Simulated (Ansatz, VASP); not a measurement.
## Ti: VASP beside Ansatz

```
CELL_PARAMETERS angstrom
2.85775 0.00973 -0.00832
-1.42044 2.51889 0.02161
-0.01321 0.03201 4.59036
ATOMIC_POSITIONS crystal
Ti 0.25229 0.66343 0.26853
Ti 0.74771 0.33657 0.73147
```

Alike in both runs: task single point; functional PBE; k mesh 14 × 14 × 8; occupations gaussian, width 0.1 eV; no spin polarisation.

```csv
,VASP,Ansatz
version,VASP 6.6.1,Ansatz 0.2.0
potentials or method,"VASP PAW PBE potentials, release 64 (Ti_sv), cutoff 520 eV","scalar-relativistic, plane waves, PAW"
valence electrons in the cell,24,24
```

|  | VASP | Ansatz | Ansatz less VASP |
| --- | --- | --- | --- |
| gap on the k mesh at the Fermi level (eV) | none | none | - |
| pressure (GPa) | 5.7 | 6.0 | +0.29 |
| traceless stress, the component that is largest in VASP (GPa) | 4.33 | 4.37 | +0.034 |
| rms of the force components (eV/Å) | 0.557 | 0.550 | -0.0064 |

Atom by atom the forces differ by 0.007 eV/Å (rms over components). A gap of «none» marks a metal or a gap that the smearing closes.
